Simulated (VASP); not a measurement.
# Ba5Na4Al2O10 in VASP: notebook

The runs below take Ba5Na4Al2O10 through single point, with PBE.

Everything below comes from runs of VASP 6.6.1. Logs are shortened: lines on timing, memory, paths and dates and some standing lists are left out, and cuts for length are marked.

## (1) The cell of the first run

The cell holds a disordered packing, 21 atoms: a = 6.933 Å, b = 7.215 Å, c = 6.739 Å, α = 90.92°, β = 88.87°, γ = 91.24°.

## (2) Single point, PBE

INCAR reads:

```
SYSTEM = Ba5Na4Al2O10
ALGO = Normal
EDIFF = 1E-6
ENCUT = 1000
GGA = PE
GGA_COMPAT = .False.
ISIF = 2
ISMEAR = -1
ISYM = 0
LASPH = .True.
LCHARG = .False.
LREAL = Auto
LWAVE = .False.
NBANDS = 92
NELM = 120
PREC = Accurate
SIGMA = 0.05
```

KPOINTS reads:

```
k-points
0
Gamma
  1 1 1
  0 0 0
```

POSCAR reads:

```
Ba5Na4Al2O10
1.0
    6.9327090000     -0.0765500000      0.0671430000
   -0.0765500000      7.2143380000     -0.0554530000
    0.0671430000     -0.0554530000      6.7389310000
Ba O Al Na
5 10 2 4
Direct
    0.7309021450      0.9132770476      0.2578895658
    0.4259670473      0.6333730872      0.8962680776
    0.9548317638      0.6651128948      0.8294927246
    0.4423970859      0.0850734556      0.6621853987
    0.9496725659      0.1282396717      0.6815483657
    0.1985484926      0.0921512595      0.3745774994
    0.7026230720      0.4089171520      0.8545390154
    0.1101710056      0.4541491623      0.5706268133
    0.4538124029      0.5548737142      0.2906818731
    0.2561533022      0.7875642147      0.6247075237
    0.7053327322      0.8278392188      0.6620870599
    0.6918673165      0.1959221830      0.4060448795
    0.4041472309      0.9516853498      0.0497053836
    0.0966606414      0.7074861359      0.2223458206
    0.9902318943      0.0310093563      0.0339156792
    0.1803211840      0.9535196703      0.1683516601
    0.2337009033      0.6201260943      0.4277035145
    0.7392225533      0.4467207752      0.1605175045
    0.0268331063      0.3097601046      0.2882805109
    0.4109254681      0.2516174483      0.2129726768
    0.6715570131      0.5070529977      0.5374284523
```

Potentials or basis: VASP PAW PBE potentials, release 64 (Ba_sv, O_h, Al, Na_sv).

On the command line:

```sh
$ cat potpaw_PBE.64/Ba_sv/POTCAR potpaw_PBE.64/O_h/POTCAR potpaw_PBE.64/Al/POTCAR potpaw_PBE.64/Na_sv/POTCAR > POTCAR
$ mpirun -np 1 vasp_gam > vasp.out
```

OUTCAR:

```text
SYSTEM = Ba5Na4Al2O10
   EDIFF = 1E-6
   ENCUT = 1000
   GGA = PE
   ISIF = 2
   ISMEAR = -1
   ISYM = 0
   LASPH = .True.
   LREAL = Auto
   NELM = 120
   PREC = Accurate

 ion  position               nearest neighbor table
   1  0.731  0.913  0.258-  12 2.28  15 2.47  13 2.71  11 2.80  14 2.97  16 3.17   4 3.57   5 3.58
                             3 3.71   2 3.79  16 3.89   5 4.43   3 4.59   4 4.72
   2  0.426  0.633  0.896-  10 2.49  13 2.51   7 2.55   9 2.74  11 2.84  21 3.07  18 3.17   3 3.32
                            16 3.39  17 3.45   4 3.64   3 3.69   1 3.79  17 3.80   4 4.24
   3  0.955  0.665  0.829-  11 2.42   7 2.52   8 2.54  10 2.63  14 2.85  15 2.97  21 3.00  18 3.09
                            17 3.31   2 3.32  16 3.44   5 3.50   2 3.69   1 3.71   5 3.98   1 4.59
   4  0.442  0.085  0.662-  10 2.49  12 2.55   6 2.60  11 2.63  13 2.80  20 3.29   5 3.44   5 3.53
                             1 3.57   2 3.64  16 3.92  17 3.94  16 3.95   2 4.24   3 4.63   1 4.72
   5  0.950  0.128  0.682-  15 2.51  12 2.66   6 2.68   8 2.69  11 2.72   7 2.90  19 3.01   4 3.44
                             3 3.50   4 3.53   1 3.58  16 3.92  16 3.98   3 3.98   1 4.43
   6  0.199  0.092  0.375-  16 1.70   4 2.60   5 2.68
   7  0.703  0.409  0.855-   3 2.52   2 2.55   5 2.90
   8  0.110  0.454  0.571-  17 1.75   3 2.54   5 2.69
   9  0.454  0.555  0.291-  17 1.83   2 2.74
  10  0.256  0.788  0.625-  17 1.79   2 2.49   4 2.49   3 2.63
  11  0.705  0.828  0.662-   3 2.42   4 2.63   5 2.72   1 2.80   2 2.84
  12  0.692  0.196  0.406-   1 2.28   4 2.55   5 2.66
  13  0.404  0.952  0.050-  16 1.73   2 2.51   1 2.71   4 2.80
  14  0.097  0.707  0.222-  17 1.82  16 1.89   3 2.85   1 2.97
  15  0.990  0.031  0.034-  16 1.72   1 2.47   5 2.51   3 2.97
  16  0.180  0.954  0.168-   6 1.70  15 1.72  13 1.73  14 1.89  17 3.03   1 3.17   2 3.39   3 3.44
                             1 3.89   5 3.92   4 3.92   4 3.95   5 3.98
  17  0.234  0.620  0.428-   8 1.75  10 1.79  14 1.82   9 1.83  16 3.03   3 3.31   2 3.45   2 3.80
                             4 3.94
  18  0.739  0.447  0.161-   3 3.09   2 3.17
  19  0.027  0.310  0.288-   5 3.01
  20  0.411  0.252  0.213-   4 3.29
  21  0.672  0.507  0.537-   3 3.00   2 3.07

IMPORTANT INFORMATION: All symmetrisations will be switched off!
NOSYMM: (Re-)initialisation of all symmetry stuff for point group C_1.

----------------------------------------------------------------------------------------

                                     Primitive cell

  volume of cell :     336.9542

  direct lattice vectors                    reciprocal lattice vectors
     6.932709000 -0.076550000  0.067143000     0.144274342  0.001519915 -0.001424963
    -0.076550000  7.214338000 -0.055453000     0.001519915  0.138637637  0.001125671
     0.067143000 -0.055453000  6.738931000    -0.001424963  0.001125671  0.148414949

  length of vectors
     6.933456725  7.214957222  6.739493619     0.144289384  0.138650538  0.148426058

  position of ions in fractional coordinates (direct lattice)
     0.730902145  0.913277048  0.257889566
     0.425967047  0.633373087  0.896268078
     0.954831764  0.665112895  0.829492725
     0.442397086  0.085073456  0.662185399
     0.949672566  0.128239672  0.681548366
     0.198548493  0.092151259  0.374577499
[... 13 lines left out ...]
     0.410925468  0.251617448  0.212972677
     0.671557013  0.507052998  0.537428452

  ion indices of the primitive-cell ions
   primitive index   ion index
                 1           1
                 2           2
                 3           3
                 4           4
                 5           5
                 6           6
[... 13 lines left out ...]
                20          20
                21          21

----------------------------------------------------------------------------------------

 KPOINTS: k-points

Automatic generation of k-mesh.
 Grid dimensions read from file:
 generate k-points for:    1    1    1

 Generating k-lattice:

  Cartesian coordinates                     Fractional coordinates (reciprocal lattice)
     0.144274342  0.001519915 -0.001424963     1.000000000 -0.000000000  0.000000000
     0.001519915  0.138637637  0.001125671     0.000000000  1.000000000  0.000000000
    -0.001424963  0.001125671  0.148414949     0.000000000  0.000000000  1.000000000

  Length of vectors
     0.144289384  0.138650538  0.148426058

  Shift w.r.t. Gamma in fractional coordinates (k-lattice)
     0.000000000  0.000000000  0.000000000

 Subroutine IBZKPT returns following result:
 ===========================================

 Found      1 irreducible k-points:

 Following reciprocal coordinates:
            Coordinates               Weight
  0.000000  0.000000  0.000000      1.000000
   k-points           NKPTS =      1   k-points in BZ     NKDIM =      1   number of bands    NBANDS=     92
   number of dos      NEDOS =    301   number of ions     NIONS =     21
   total plane-waves  NPLWV = 403200
   dimension x,y,z NGX =    72 NGY =   80 NGZ =   70
   dimension x,y,z NGXF=   144 NGYF=  160 NGZF=  140
   ions per type =               5  10   2   4
   NGX,Y,Z   is equivalent  to a cutoff of  17.26, 18.43, 17.27 a.u.
   NGXF,Y,Z  is equivalent  to a cutoff of  34.53, 36.87, 34.53 a.u.
 SYSTEM =  Ba5Na4Al2O10
   PREC   = accura    normal or accurate (medium, high low for compatibility)
   ISTART =      0    job   : 0-new  1-cont  2-samecut
   ICHARG =      2    charge: 1-file 2-atom 10-const
   ISPIN  =      1    spin polarized calculation?
   LNONCOLLINEAR =      F non collinear calculations
   LSORBIT =      F    spin-orbit coupling
   LASPH  =      T    aspherical Exc in radial PAW
   ENCUT  = 1000.0 eV  73.50 Ry    8.57 a.u.  17.88 18.60 17.38*2*pi/ulx,y,z
   NELM   =    120;   NELMIN=  2; NELMDL= -5     # of ELM steps
   EDIFF  = 0.1E-05   stopping-criterion for ELM
   LREAL  =      T    real-space projection
   EDIFFG = 0.1E-04   stopping-criterion for IOM
   NSW    =      0    number of steps for IOM
   IBRION =     -1    ionic relax: 0-MD 1-quasi-New 2-CG
   NFREE  =      0    steps in history (QN), initial steepest desc. (CG)
   ISIF   =      2    stress and relaxation
   ISYM   =      0    0-nonsym 1-usesym 2-fastsym
   POTIM  = 0.5000    time-step for ionic-motion
   TEBEG  =    0.0;   TEEND  =   0.0 temperature during run
   PSTRESS=    0.0 pullay stress
   NELECT =     152.0000    total number of electrons
   NUPDOWN=      -1.0000    fix difference up-down
   EMIN   =  10.00;   EMAX   =-10.00  energy-range for DOS
   EFERMI =   0.00;   METHOD = LEGACY
   ISMEAR =    -1;   SIGMA  =   0.05  broadening in eV -4-tet -1-fermi 0-gaus
   EFERMI_NEDOS =   21; number of points for ismear=-14 and -15
   IALGO  =     38    algorithm
   IMIX   =      4    mixing-type and parameters
     AMIX     =   0.40;   BMIX     =  1.00
     AMIX_MAG =   1.60;   BMIX_MAG =  1.00
  volume/ion in A,a.u.               =      16.05       108.28
  Fermi-wavevector in a.u.,A,eV,Ry     =   1.255545  2.372637 21.448142  1.576394
  Thomas-Fermi vector in A             =   2.389297
   LORBIT       =      0    0 simple, 1 ext, 2 COOP (PROOUT), +10 PAW based schemes
   GGA     = PE    functional components
   LHFCALC =     F    Hartree Fock is set to
   AEXX    =    0.0000 exact exchange contribution
   IVDW    =     0    specifies the selected vdW correction
   LEPSILON=     F    determine dielectric tensor
   LRPA    =     F    only Hartree local field effects (RPA)
 non-spin polarized calculation
  energy-cutoff  :     1000.00
  volume of cell :      336.95
 maximum number of plane-waves:     12104
 NGX is ok and might be reduce to    70
   NGX = 35   NGY = 37   NGZ = 35

 number of electron     152.0000003 magnetization

 Free energy of the ion-electron system (eV)
  ---------------------------------------------------
  ext. energy  EPLUGINS =         0.00000000
  ---------------------------------------------------
  free energy    TOTEN  =      -115.54619821 eV

  energy without entropy =     -115.54619821  energy(sigma->0) =     -115.54619821

 E-fermi :   3.7688     XC(G=0):  -9.6342

 val. band max:        2.6513365379   @ k =   0.0000   0.0000   0.0000
 cond. band min:       4.8846172092   @ k =   0.0000   0.0000   0.0000
 fundamental gap:      2.2332806712
 Fermi energy:         3.7687577578

 k-point     1 :       0.0000    0.0000    0.0000
  band No.  band energies     occupation
      1     -49.0236      2.00000
      2     -48.5539      2.00000
      3     -47.9254      2.00000
      4     -47.7739      2.00000
      5     -23.1147      2.00000
      6     -22.9349      2.00000
[... 80 lines left out ...]
     87       8.6110      0.00000
     88       8.6789      0.00000
 [bands above 88 left out]

------------------------ aborting loop because EDIFF is reached ----------------------------------------

  FORCE on cell =-STRESS in cart. coord.  units (eV):
  Direction    XX          YY          ZZ          XY          YZ          ZX
  --------------------------------------------------------------------------------------
  -------------------------------------------------------------------------------------
  Total       21.5391864     18.9292997     19.1392757     -2.1661876      0.6289940      2.1662422
  in kB      102.4162694     90.0065688     91.0049793    -10.2999646      2.9907918     10.3002242
  external PRESSURE =      94.4759392 kB  Pullay stress =       0.0000000 kB

 VOLUME and BASIS-vectors are now :
 -----------------------------------------------------------------------------
  energy-cutoff  :     1000.00
  volume of cell :      336.95
      direct lattice vectors                 reciprocal lattice vectors
     6.932709000 -0.076550000  0.067143000     0.144274342  0.001519915 -0.001424963
    -0.076550000  7.214338000 -0.055453000     0.001519915  0.138637637  0.001125671
     0.067143000 -0.055453000  6.738931000    -0.001424963  0.001125671  0.148414949

 POSITION                                       TOTAL-FORCE (eV/Angst)
 -----------------------------------------------------------------------------------
      5.01454      6.51844      1.73633        -0.846058     -1.586058     -0.358529
      2.96480      4.48706      6.03337         0.090466      0.035313     -0.027901
      6.62435      4.67926      5.61712         0.335126      0.474759      0.000087
      3.10496      0.54316      4.48741         0.008250      0.416625      0.701644
      6.61975      0.81467      4.64956        -0.260939      0.243088      0.247751
      1.39457      0.62884      2.53247        -0.143035      0.063924      0.975294
[... 13 lines left out ...]
      2.84386      1.77199      1.44885         0.959336      0.174854     -0.082928
      4.65298      3.57684      3.63867        -0.220458     -0.140471     -0.001991
 -----------------------------------------------------------------------------------
    total drift:                                0.073912     -0.046399     -0.100161

  FREE ENERGIE OF THE ION-ELECTRON SYSTEM (eV)
  ---------------------------------------------------
  free  energy   TOTEN  =      -115.5461982140 eV

  energy  without entropy=     -115.5461982131  energy(sigma->0) =     -115.54619821
```

It took 2 min on 1 thread of Intel Xeon Platinum 8488C (Sapphire Rapids), shared host; peak memory 0.79 GiB.

What came out:

| Property | Result |
| --- | --- |
| Free energy | -115.5462 eV |
| Pressure | 9.4 GPa |
| Largest force | 1.999 eV/Å |

Forces on the atoms (eV/Å):
```
Ba  -0.846 -1.586 -0.359
Ba   0.090  0.035 -0.028
Ba   0.335  0.475  0.000
Ba   0.008  0.417  0.702
Ba  -0.261  0.243  0.248
O   -0.143  0.064  0.975
O   -0.061 -0.478 -0.288
O   -0.183 -0.859 -0.227
O   -0.480 -0.033  0.599
O   -0.296 -0.315 -0.584
O   -0.079 -0.147 -0.073
O    0.388  1.961  0.004
O    0.670  0.576 -0.328
O   -0.296 -0.061 -0.022
O   -0.127  0.621 -0.706
Al   0.159 -1.699  0.289
Al   1.201  1.244 -0.347
Na  -0.450 -0.418  0.526
Na  -0.369 -0.074 -0.297
Na   0.959  0.175 -0.083
Na  -0.220 -0.140 -0.002
```

Stress tensor (GPa, compression positive):
```
10.24 -1.03  1.03
-1.03  9.00  0.30
 1.03  0.30  9.10
```

Levels at points of the mesh, in eV from the Fermi level:
| k point | band 72 | band 73 | band 74 | band 75 | band 76 | band 77 | band 78 | band 79 | band 80 | band 81 |
| --- | --- | --- | --- | --- | --- | --- | --- | --- | --- | --- |
| (0.00, 0.00, 0.00) | -1.68 | -1.61 | -1.59 | -1.37 | -1.12 | 1.12 | 2.58 | 2.74 | 3.05 | 3.72 |

Caveat: the k points lie up to 0.93 Å⁻¹ apart, too coarse for converged energies, forces and pressures; the atoms stand as in a frame of molecular dynamics; spin-orbit coupling is left out, which moves the levels of the heavy elements.

(Continued in part 2 of 2.)
